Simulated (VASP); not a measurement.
# Mg3Sb2 (P-3m1) in VASP: further runs

Aim: see how the results for Mg3Sb2 move with the level of theory and the settings. Levels: LDA, PBEsol. Tasks: single point.

All numbers are computed with VASP 6.6.1; they aren't measurements. Logs are shortened: lines on timing, memory, paths and dates and some standing lists are left out, and cuts for length are marked.

**1. The cell of the first run**

It takes space group P-3m1 (No. 164, trigonal). The conventional cell has a = 4.502 Å, b = 4.502 Å, c = 7.107 Å, α = 90.00°, β = 90.00°, γ = 120.00°. Within 3.7 Å of Mg (site symmetry 3m) lie 4 Sb at 2.79 to 2.90 Å and 6 Mg at 3.21 to 3.68 Å. Within 4.0 Å of Mg (site symmetry -3m) lie 6 Sb at 3.05 Å and 6 Mg at 3.68 Å. Within 3.7 Å of Sb (site symmetry 3m) lie 7 Mg at 2.79 to 3.05 Å.

**2. Single point, LDA**

Contents of INCAR:

```
PREC = Accurate
ENCUT = 600
EDIFF = 1E-6
ISMEAR = -1
SIGMA = 0.02
LREAL = False
LASPH = True
NELM = 120
ALGO = Normal
ISIF = 2
LWAVE = False
LCHARG = True
GGA = CA
LELF = True
LVHAR = True
NBANDS = 16
GGA_COMPAT = False
```

Contents of KPOINTS:

```
Automatic mesh
0
Gamma
  6 6 4
```

Contents of POSCAR:

```
Mg3Sb2
1.0
    4.5019835975      0.0000000000      0.0000000000
   -2.2509917987      3.8988321629      0.0000000000
    0.0000000000      0.0000000000      7.1070718894
Mg Sb
3 2
Direct
    0.3333333333      0.6666666667      0.6324754373
    0.6666666667      0.3333333333      0.3675245627
    0.0000000000      0.0000000000      0.0000000000
    0.3333333333      0.6666666667      0.2246485349
    0.6666666667      0.3333333333      0.7753514651
```

Potentials or basis: VASP PAW LDA potentials, release 64 (Mg, Sb).

On the command line:

```console
cat potpaw_LDA.64/Mg/POTCAR potpaw_LDA.64/Sb/POTCAR > POTCAR
mpirun -np 1 vasp_std > vasp.out
```

OUTCAR:

```text
PREC = Accurate
   ENCUT = 600
   EDIFF = 1E-6
   ISMEAR = -1
   LREAL = False
   LASPH = True
   NELM = 120
   ISIF = 2
   GGA = CA

 ion  position               nearest neighbor table
   1  0.333  0.667  0.632-   5 2.79   5 2.79   5 2.79   4 2.90   2 3.21   2 3.21   2 3.21
   2  0.667  0.333  0.368-   4 2.79   4 2.79   4 2.79   5 2.90   1 3.21   1 3.21   1 3.21
   3  0.000  0.000  0.000-   4 3.05   5 3.05   5 3.05   4 3.05   5 3.05   4 3.05
   4  0.333  0.667  0.225-   2 2.79   2 2.79   2 2.79   1 2.90   3 3.05   3 3.05   3 3.05
   5  0.667  0.333  0.775-   1 2.79   1 2.79   1 2.79   2 2.90   3 3.05   3 3.05   3 3.05

  LATTYP: Found a hexagonal cell.
 ALAT       =     4.5019835975
 C/A-ratio  =     1.5786534392

  Lattice vectors:

 A1 = (   4.5019835975,   0.0000000000,   0.0000000000)
 A2 = (  -2.2509917987,   3.8988321629,   0.0000000000)
 A3 = (   0.0000000000,   0.0000000000,   7.1070718894)

Analysis of symmetry for initial positions (statically):
=====================================================================
 Subroutine PRICEL returns:
 Original cell was already a primitive cell.

 Routine SETGRP: Setting up the symmetry group for a
 hexagonal supercell.

 Subroutine GETGRP returns: Found 12 space group operations
 (whereof 12 operations were pure point group operations)
 out of a pool of 24 trial point group operations.

The static configuration has the point symmetry D_3d.

Analysis of symmetry for dynamics (positions and initial velocities):
=====================================================================
 Subroutine PRICEL returns:
 Original cell was already a primitive cell.

 Routine SETGRP: Setting up the symmetry group for a
 hexagonal supercell.

 Subroutine GETGRP returns: Found 12 space group operations
 (whereof 12 operations were pure point group operations)
 out of a pool of 24 trial point group operations.

The dynamic configuration has the point symmetry D_3d.

 Subroutine INISYM returns: Found 12 space group operations
 (whereof 12 operations are pure point group operations),
 and found     1 'primitive' translations

----------------------------------------------------------------------------------------

                                     Primitive cell

  volume of cell :     124.7467

  direct lattice vectors                    reciprocal lattice vectors
     4.501983597  0.000000000  0.000000000     0.222124310  0.128243530  0.000000000
    -2.250991799  3.898832163  0.000000000     0.000000000  0.256487060  0.000000000
     0.000000000  0.000000000  7.107071889     0.000000000  0.000000000  0.140704923

  length of vectors
     4.501983597  4.501983598  7.107071889     0.256487060  0.256487060  0.140704923

  position of ions in fractional coordinates (direct lattice)
     0.333333333  0.666666667  0.632475437
     0.666666667  0.333333333  0.367524563
     0.000000000  0.000000000  0.000000000
     0.333333333  0.666666667  0.224648535
     0.666666667  0.333333333  0.775351465

  ion indices of the primitive-cell ions
   primitive index   ion index
                 1           1
                 2           2
                 3           3
                 4           4
                 5           5

----------------------------------------------------------------------------------------

 KPOINTS: Automatic mesh

Automatic generation of k-mesh.
 Grid dimensions read from file:
 generate k-points for:    6    6    4

 Generating k-lattice:

  Cartesian coordinates                     Fractional coordinates (reciprocal lattice)
     0.037020718  0.021373922  0.000000000     0.166666667  0.000000000  0.000000000
     0.000000000  0.042747843  0.000000000     0.000000000  0.166666667  0.000000000
     0.000000000  0.000000000  0.035176231     0.000000000  0.000000000  0.250000000

  Length of vectors
     0.042747843  0.042747843  0.035176231

  Shift w.r.t. Gamma in fractional coordinates (k-lattice)
     0.000000000  0.000000000  0.000000000

 Subroutine IBZKPT returns following result:
 ===========================================

 Found     24 irreducible k-points:

 Following reciprocal coordinates:
            Coordinates               Weight
  0.000000  0.000000  0.000000      1.000000
  0.166667 -0.000000  0.000000      6.000000
  0.333333 -0.000000  0.000000      6.000000
  0.500000 -0.000000  0.000000      3.000000
  0.166667  0.166667  0.000000      6.000000
  0.333333  0.166667  0.000000     12.000000
[... 16 lines left out ...]
  0.333333  0.166667  0.500000     12.000000
  0.333333  0.333333  0.500000      2.000000
   k-points           NKPTS =     24   k-points in BZ     NKDIM =     24   number of bands    NBANDS=     16
   number of dos      NEDOS =    301   number of ions     NIONS =      5
   total plane-waves  NPLWV =  77760
   dimension x,y,z NGX =    36 NGY =   36 NGZ =   60
   dimension x,y,z NGXF=    72 NGYF=   72 NGZF=  120
   ions per type =               3   2
   NGX,Y,Z   is equivalent  to a cutoff of  13.29, 13.29, 14.03 a.u.
   NGXF,Y,Z  is equivalent  to a cutoff of  26.59, 26.59, 28.07 a.u.
 SYSTEM =  unknown system
   PREC   = accura    normal or accurate (medium, high low for compatibility)
   ISTART =      0    job   : 0-new  1-cont  2-samecut
   ICHARG =      2    charge: 1-file 2-atom 10-const
   ISPIN  =      1    spin polarized calculation?
   LNONCOLLINEAR =      F non collinear calculations
   LSORBIT =      F    spin-orbit coupling
   LASPH  =      T    aspherical Exc in radial PAW
   ENCUT  =  600.0 eV  44.10 Ry    6.64 a.u.   8.99  8.99 14.19*2*pi/ulx,y,z
   NELM   =    120;   NELMIN=  2; NELMDL= -5     # of ELM steps
   EDIFF  = 0.1E-05   stopping-criterion for ELM
   LREAL  =      F    real-space projection
   EDIFFG = 0.1E-04   stopping-criterion for IOM
   NSW    =      0    number of steps for IOM
   IBRION =     -1    ionic relax: 0-MD 1-quasi-New 2-CG
   NFREE  =      0    steps in history (QN), initial steepest desc. (CG)
   ISIF   =      2    stress and relaxation
   ISYM   =      2    0-nonsym 1-usesym 2-fastsym
   POTIM  = 0.5000    time-step for ionic-motion
   TEBEG  =    0.0;   TEEND  =   0.0 temperature during run
   PSTRESS=    0.0 pullay stress
   NELECT =      16.0000    total number of electrons
   NUPDOWN=      -1.0000    fix difference up-down
   EMIN   =  10.00;   EMAX   =-10.00  energy-range for DOS
   EFERMI =   0.00;   METHOD = LEGACY
   ISMEAR =    -1;   SIGMA  =   0.02  broadening in eV -4-tet -1-fermi 0-gaus
   EFERMI_NEDOS =   21; number of points for ismear=-14 and -15
   IALGO  =     38    algorithm
   IMIX   =      4    mixing-type and parameters
     AMIX     =   0.40;   BMIX     =  1.00
     AMIX_MAG =   1.60;   BMIX_MAG =  1.00
  volume/ion in A,a.u.               =      24.95       168.37
  Fermi-wavevector in a.u.,A,eV,Ry     =   0.825604  1.560165  9.274029  0.681622
  Thomas-Fermi vector in A             =   1.937491
   LORBIT       =      0    0 simple, 1 ext, 2 COOP (PROOUT), +10 PAW based schemes
   GGA     = CA    functional components
   LHFCALC =     F    Hartree Fock is set to
   AEXX    =    0.0000 exact exchange contribution
   IVDW    =     0    specifies the selected vdW correction
   LEPSILON=     F    determine dielectric tensor
   LRPA    =     F    only Hartree local field effects (RPA)
 non-spin polarized calculation
  energy-cutoff  :      600.00
  volume of cell :      124.75
 maximum number of plane-waves:      4197
   NGX = 17   NGY = 17   NGZ = 29

 number of electron      16.0000000 magnetization

 Free energy of the ion-electron system (eV)
  ---------------------------------------------------
  ext. energy  EPLUGINS =         0.00000000
  ---------------------------------------------------
  free energy    TOTEN  =       -17.08087284 eV

  energy without entropy =      -17.08077689  energy(sigma->0) =      -17.08082486

 E-fermi :   4.8372     XC(G=0):  -9.1706

 val. band max:        4.7718278423   @ k =   0.0000   0.0000   0.0000
 cond. band min:       4.9174501275   @ k =   0.3333   0.3333   0.0000
 fundamental gap:      0.1456222852
 Fermi energy:         4.8372445198

 k-point     1 :       0.0000    0.0000    0.0000
  band No.  band energies     occupation
      1      -5.8565      2.00000
      2      -4.4977      2.00000
      3      -0.4066      2.00000
      4       3.5824      2.00000
      5       3.5824      2.00000
      6       4.3259      2.00000
[... 8 lines left out ...]
     15       8.8565      0.00000
     16       9.7820      0.00000

 k-point     2 :       0.1667   -0.0000    0.0000
  band No.  band energies     occupation
      1      -5.6558      2.00000
      2      -4.3832      2.00000
      3      -0.1591      2.00000
      4       2.1302      2.00000
      5       3.0077      2.00000
      6       3.1077      2.00000
[... 8 lines left out ...]
     15       8.8106      0.00000
     16       9.3796      0.00000

 k-point     3 :       0.3333   -0.0000    0.0000
  band No.  band energies     occupation
      1      -5.1248      2.00000
      2      -4.1847      2.00000
      3       0.3931      2.00000
      4       0.6541      2.00000
      5       1.4915      2.00000
      6       2.5323      2.00000
[... 8 lines left out ...]
     15      10.2565      0.00000
     16      10.3268      0.00000

 k-point     4 :       0.5000   -0.0000    0.0000
  band No.  band energies     occupation
      1      -4.6732      2.00000
      2      -4.2112      2.00000
      3      -0.1394      2.00000
      4       0.8159      2.00000
      5       1.3312      2.00000
      6       2.3159      2.00000
[... 8 lines left out ...]
     15      10.7352      0.00000
     16      11.1805      0.00000
[... 324 lines left out ...]
 k-point    22 :       0.1667    0.1667    0.5000
  band No.  band energies     occupation
      1      -4.9206      2.00000
      2      -4.7347      2.00000
      3       0.7972      2.00000
      4       0.8687      2.00000
      5       2.4275      2.00000
      6       2.6102      2.00000
[... 8 lines left out ...]
     15       9.1264      0.00000
     16       9.9811      0.00000

 k-point    23 :       0.3333    0.1667    0.5000
  band No.  band energies     occupation
      1      -4.4844      2.00000
      2      -4.3973      2.00000
      3      -0.0647      2.00000
      4       0.1908      2.00000
      5       1.6135      2.00000
      6       2.0312      2.00000
[... 8 lines left out ...]
     15      10.3466      0.00000
     16      10.5136      0.00000

 k-point    24 :       0.3333    0.3333    0.5000
  band No.  band energies     occupation
      1      -4.2950      2.00000
      2      -4.2950      2.00000
      3       0.2341      2.00000
      4       0.2341      2.00000
      5       0.5381      2.00000
      6       1.2449      2.00000
[... 8 lines left out ...]
     15       9.8996      0.00000
     16      10.2263      0.00000

------------------------ aborting loop because EDIFF is reached ----------------------------------------

  FORCE on cell =-STRESS in cart. coord.  units (eV):
  Direction    XX          YY          ZZ          XY          YZ          ZX
  --------------------------------------------------------------------------------------
  -------------------------------------------------------------------------------------
  Total       -0.0055135     -0.0055135     -0.0109881     -0.0000000      0.0000000     -0.0000000
  in kB       -0.0708123     -0.0708123     -0.1411250     -0.0000000      0.0000000     -0.0000000
  external PRESSURE =      -0.0942499 kB  Pullay stress =       0.0000000 kB

 VOLUME and BASIS-vectors are now :
 -----------------------------------------------------------------------------
  energy-cutoff  :      600.00
  volume of cell :      124.75
      direct lattice vectors                 reciprocal lattice vectors
     4.501983597  0.000000000  0.000000000     0.222124310  0.128243530  0.000000000
    -2.250991799  3.898832163  0.000000000     0.000000000  0.256487060  0.000000000
     0.000000000  0.000000000  7.107071889     0.000000000  0.000000000  0.140704923

 POSITION                                       TOTAL-FORCE (eV/Angst)
 -----------------------------------------------------------------------------------
     -0.00000      2.59922      4.49505         0.000000     -0.000000     -0.001514
      2.25099      1.29961      2.61202         0.000000      0.000000      0.001514
      0.00000      0.00000      0.00000         0.000000      0.000000      0.000000
     -0.00000      2.59922      1.59659        -0.000000      0.000000     -0.026467
      2.25099      1.29961      5.51048         0.000000     -0.000000      0.026467
 -----------------------------------------------------------------------------------
    total drift:                                0.000000     -0.000000      0.000000

  FREE ENERGIE OF THE ION-ELECTRON SYSTEM (eV)
  ---------------------------------------------------
  free  energy   TOTEN  =       -17.0808728415 eV

  energy  without entropy=      -17.0807768854  energy(sigma->0) =      -17.08082486
```

It took 60 s on 1 thread of Intel Xeon 8259CL, shared host; peak memory 0.24 GiB.

What came out:

* Free energy: -17.0809 eV
* Pressure: 0.0 GPa
* Largest force: 0.026 eV/Å
* Band gap on the k mesh: 0.15 eV (least direct gap 1.21 eV)

Forces on the atoms (eV/Å):
```
Mg   0.000  0.000 -0.002
Mg   0.000  0.000  0.002
Mg   0.000  0.000  0.000
Sb   0.000  0.000 -0.026
Sb   0.000  0.000  0.026
```

Levels at points of the mesh, in eV from the valence-band top:
```
           k point  band 4  band 5  band 6  band 7  band 8  band 9  band 10  band 11  band 12  band 13
(0.00, 0.00, 0.00)   -1.19   -1.19   -0.45   -0.45    0.00    1.21     1.21     3.02     3.02     3.84
(0.50, 0.00, 0.00)   -3.96   -3.44   -2.46   -2.35   -0.96    0.29     1.97     2.10     2.76     5.08
(0.00, 0.00, 0.50)   -3.18   -0.84   -0.84   -0.82   -0.82    1.75     1.91     2.67     2.67     3.51
(0.50, 0.00, 0.50)   -4.83   -2.00   -1.76   -1.74   -1.64    0.44     1.24     1.70     2.10     4.59
```

Caveat: semilocal functionals underestimate gaps, and a narrow one can read as zero; spin-orbit coupling is left out, which moves the levels of the heavy elements. A k mesh can miss the band edges.

**3. Single point, PBEsol**

This run uses another cell than the first one, of 25.76 Å³/atom.

Contents of INCAR:

```
SYSTEM = Mg3Sb2
PREC = Accurate
ENCUT = 600
EDIFF = 1E-6
ISMEAR = -1
SIGMA = 0.02
LREAL = .FALSE.
LASPH = .TRUE.
NELM = 120
ALGO = Normal
ISIF = 2
LWAVE = .FALSE.
LCHARG = .FALSE.
GGA = PS
NBANDS = 16
GGA_COMPAT = .FALSE.
```

Contents of KPOINTS:

```
regular mesh
0
G
  6 6 4
  0 0 0
```

Contents of POSCAR:

```
Mg3Sb2
1.0
    4.5543491212      0.0000000000      0.0000000000
   -2.2771745606      3.9441820366      0.0000000000
    0.0000000000      0.0000000000      7.1707298839
Mg Sb
3 2
Direct
    0.3333333333      0.6666666667      0.6328557421
    0.6666666667      0.3333333333      0.3671442579
    0.0000000000      0.0000000000      0.0000000000
    0.3333333333      0.6666666667      0.2240926925
    0.6666666667      0.3333333333      0.7759073075
```

Potentials or basis: VASP PAW PBE potentials, release 64 (Mg, Sb).

On the command line:

```console
cat potpaw_PBE.64/Mg/POTCAR potpaw_PBE.64/Sb/POTCAR > POTCAR
mpirun -np 1 vasp_std > vasp.out
```

Run time: 97 s. Hardware: 1 thread of Intel Xeon 8259CL, shared host; peak memory 0.29 GiB.

It converged, with:

```yaml
Free_energy: -16.1480 eV
Pressure: 0.1 GPa
Largest_force: 0.018 eV/Å
Band_gap_on_the_k_mesh: 0.17 eV (least direct gap 1.09 eV)
```

Forces on the atoms (eV/Å):
```
Mg   0.000  0.000 -0.004
Mg   0.000  0.000  0.004
Mg   0.000  0.000  0.000
Sb   0.000  0.000 -0.018
Sb   0.000  0.000  0.018
```

Levels at points of the mesh, in eV from the valence-band top:
```tsv
k point	band 6	band 7	band 8	band 9	band 10	band 11
(0.00, 0.00, 0.00)	-0.46	-0.46	0.00	1.09	1.13	2.97
(0.50, 0.00, 0.00)	-2.42	-2.29	-0.95	0.28	1.90	2.08
(0.00, 0.00, 0.50)	-0.84	-0.82	-0.82	1.66	1.82	2.62
(0.50, 0.00, 0.50)	-1.73	-1.71	-1.60	0.45	1.21	1.69
```

Caveat: semilocal functionals underestimate gaps, and a narrow one can read as zero; the PAW data sets were made with another functional, which shifts forces and pressure a little; spin-orbit coupling is left out, which moves the levels of the heavy elements. A k mesh can miss the band edges.
